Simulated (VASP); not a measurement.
# AlCo3 (Pm-3m) in VASP: a series of runs, part 2 of 2

VASP 6.6.1. Earlier steps stand in the parts before.

### Step 3. Single point, r2SCAN, collinear spin, ferromagnetic start

File POSCAR:

```
AlCo3
1.0
    3.5749480000      0.0000000000      0.0000000000
    0.0000000000      3.5749480000      0.0000000000
    0.0000000000      0.0000000000      3.5749480000
Al Co
1 3
Direct
    0.0000000000      0.0000000000      0.0000000000
    0.5000000000      0.5000000000      0.0000000000
    0.5000000000      0.0000000000      0.5000000000
    0.0000000000      0.5000000000      0.5000000000
```

File INCAR.step1:

```
PREC = Accurate
ENCUT = 520
ISMEAR = 1
SIGMA = 0.2
LREAL = F
LASPH = T
NELM = 150
ISPIN = 2
MAGMOM = 0 1.76 1.76 1.76
LMAXMIX = 4
NBANDS = 27
GGA = PE
ALGO = Normal
EDIFF = 1E-4
LWAVE = T
LCHARG = F
```

File INCAR.step2:

```
PREC = Accurate
ENCUT = 520
EDIFF = 1E-6
ISMEAR = 1
SIGMA = 0.2
LREAL = F
LASPH = T
NELM = 150
ALGO = Normal
ISIF = 2
LWAVE = F
LCHARG = F
ISPIN = 2
MAGMOM = 0 1.76 1.76 1.76
LORBIT = 11
LMAXMIX = 4
METAGGA = R2SCAN
LMIXTAU = T
NBANDS = 27
ISTART = 1
```

File KPOINTS:

```
Automatic mesh
0
Gamma
  12 12 12
```

Potentials or basis: VASP PAW PBE potentials, release 64 (Al, Co).

On the command line:

```sh
$ cat potpaw_PBE.64/Al/POTCAR potpaw_PBE.64/Co/POTCAR > POTCAR
$ cp INCAR.step1 INCAR
$ mpirun -np 1 vasp_std > vasp.out
$ cp INCAR.step2 INCAR
$ mpirun -np 1 vasp_std > vasp.out
```

OUTCAR:

```text
PREC = Accurate
   ENCUT = 520
   EDIFF = 1E-6
   ISMEAR = 1
   LREAL = F
   LASPH = T
   NELM = 150
   ISIF = 2
   ISPIN = 2
   LORBIT = 11
   METAGGA = R2SCAN
   ISTART = 1

 ion  position               nearest neighbor table
   1  0.000  0.000  0.000-   2 2.53   3 2.53   4 2.53   3 2.53   4 2.53   2 2.53   4 2.53   4 2.53
                             2 2.53   3 2.53   3 2.53   2 2.53
   2  0.500  0.500  0.000-   1 2.53   3 2.53   4 2.53   3 2.53   4 2.53   1 2.53   3 2.53   3 2.53
                             1 2.53   4 2.53   4 2.53   1 2.53
   3  0.500  0.000  0.500-   1 2.53   2 2.53   4 2.53   1 2.53   2 2.53   2 2.53   4 2.53   2 2.53
                             1 2.53   4 2.53   1 2.53   4 2.53
   4  0.000  0.500  0.500-   1 2.53   2 2.53   3 2.53   1 2.53   2 2.53   1 2.53   3 2.53   1 2.53
                             2 2.53   3 2.53   2 2.53   3 2.53

  LATTYP: Found a simple cubic cell.
 ALAT       =     3.5749480000

  Lattice vectors:

 A1 = (   3.5749480000,   0.0000000000,   0.0000000000)
 A2 = (   0.0000000000,   3.5749480000,   0.0000000000)
 A3 = (   0.0000000000,   0.0000000000,   3.5749480000)

Analysis of symmetry for initial positions (statically):
=====================================================================
 Subroutine PRICEL returns:
 Original cell was already a primitive cell.

 Routine SETGRP: Setting up the symmetry group for a
 simple cubic supercell.

 Subroutine GETGRP returns: Found 48 space group operations
 (whereof 48 operations were pure point group operations)
 out of a pool of 48 trial point group operations.

The static configuration has the point symmetry O_h .

Analysis of symmetry for dynamics (positions and initial velocities):
=====================================================================
 Subroutine PRICEL returns:
 Original cell was already a primitive cell.

 Routine SETGRP: Setting up the symmetry group for a
 simple cubic supercell.

[... 169 lines left out ...]
  energy without entropy =      -47.14724432  energy(sigma->0) =      -47.14794049

 E-fermi :  10.4250     XC(G=0): -13.8029

 val. band max:       10.4216086957   @ k =   0.5000   0.4167   0.1667
 cond. band min:      10.4284644704   @ k =   0.2500   0.1667   0.1667
 fundamental gap:      0.0068557747
 Fermi energy:        10.4249812800

 spin component 1

 k-point     1 :       0.0000    0.0000    0.0000
  band No.  band energies     occupation
      1      -0.4276      1.00000
      2       4.1857      1.00000
      3       5.2969      1.00000
      4       5.2969      1.00000
      5       5.9676      1.00000
      6       5.9676      1.00000
[... 709 lines left out ...]
     26      23.2208      0.00000
     27      23.8592      0.00000

 [... further k-points ...]

 spin component 2

 k-point     1 :       0.0000    0.0000    0.0000
  band No.  band energies     occupation
      1      -0.6494      1.00000
      2       6.3432      1.00000
      3       6.9575      1.00000
      4       6.9582      1.00000
      5       6.9582      1.00000
      6       7.2724      1.00000
[... 709 lines left out ...]
     26      23.7555      0.00000
     27      24.0231      0.00000

 [... further k-points ...]

------------------------ aborting loop because EDIFF is reached ----------------------------------------

  FORCE on cell =-STRESS in cart. coord.  units (eV):
  Direction    XX          YY          ZZ          XY          YZ          ZX
  --------------------------------------------------------------------------------------
  -------------------------------------------------------------------------------------
  Total        0.3771486      0.3771486      0.3771486     -0.0000000      0.0000000     -0.0000000
  in kB       13.2255557     13.2255557     13.2255557     -0.0000000      0.0000000     -0.0000000
  external PRESSURE =      13.2255557 kB  Pullay stress =       0.0000000 kB

 VOLUME and BASIS-vectors are now :
 -----------------------------------------------------------------------------
  energy-cutoff  :      520.00
  volume of cell :       45.69
      direct lattice vectors                 reciprocal lattice vectors
     3.574948000  0.000000000  0.000000000     0.279724348  0.000000000  0.000000000
     0.000000000  3.574948000  0.000000000     0.000000000  0.279724348  0.000000000
     0.000000000  0.000000000  3.574948000     0.000000000  0.000000000  0.279724348

 POSITION                                       TOTAL-FORCE (eV/Angst)
 -----------------------------------------------------------------------------------
      0.00000      0.00000      0.00000         0.000000      0.000000      0.000000
      1.78747      1.78747      0.00000         0.000000      0.000000      0.000000
      1.78747      0.00000      1.78747         0.000000      0.000000      0.000000
      0.00000      1.78747      1.78747         0.000000      0.000000      0.000000
 -----------------------------------------------------------------------------------
    total drift:                                0.000000      0.000000      0.000000

  FREE ENERGIE OF THE ION-ELECTRON SYSTEM (eV)
  ---------------------------------------------------
  free  energy   TOTEN  =       -47.1482885801 eV

  energy  without entropy=      -47.1472443191  energy(sigma->0) =      -47.14794049

 total charge

# of ion       s       p       d       tot
------------------------------------------
    1        0.411   0.435   0.000   0.845
    2        0.485   0.559   7.274   8.317
    3        0.485   0.559   7.274   8.317
    4        0.485   0.559   7.274   8.317
--------------------------------------------------
tot          1.866   2.110  21.821  25.797

 magnetization (x)

# of ion       s       p       d       tot
------------------------------------------
    1       -0.001  -0.036   0.000  -0.037
    2        0.013  -0.007   1.570   1.576
    3        0.013  -0.007   1.570   1.576
    4        0.013  -0.007   1.570   1.576
--------------------------------------------------
tot          0.038  -0.058   4.711   4.691
```

It took 15 min on 1 thread of Intel Xeon 8259CL, shared host; peak memory 0.29 GiB.

Results:

- Free energy: -47.1483 eV
- Pressure: 1.3 GPa
- Net moment: 4.51 μB per cell
- Site moments: Al -0.04; Co +1.58 μB
- Valence electrons inside the program's atomic spheres: Al 0.84; Co 8.32

Levels at points of the mesh, in eV from the Fermi level:
Spin up:
```tsv
k point	band 15	band 16	band 17	band 18	band 19	band 20
(0.00, 0.00, 0.00)	-0.92	-0.92	0.31	0.31	0.31	6.22
(0.50, 0.00, 0.00)	-2.12	-2.12	-0.92	5.22	5.22	5.23
(0.50, 0.50, 0.00)	-1.92	-1.77	-1.25	-0.07	-0.07	7.92
(0.50, 0.50, 0.50)	-1.88	-1.32	-1.32	-1.32	-0.90	3.19
```
Spin down:
```tsv
k point	band 11	band 12	band 13	band 14	band 15	band 16
(0.00, 0.00, 0.00)	0.30	0.30	0.30	0.52	0.52	0.52
(0.50, 0.00, 0.00)	-0.90	-0.89	-0.20	0.49	0.52	0.77
(0.50, 0.50, 0.00)	-0.58	-0.58	-0.43	0.19	0.33	0.44
(0.50, 0.50, 0.50)	-1.08	-0.72	-0.72	0.42	0.42	0.42
```

Caveat: the PAW data sets were made with another functional, which shifts forces and pressure a little.
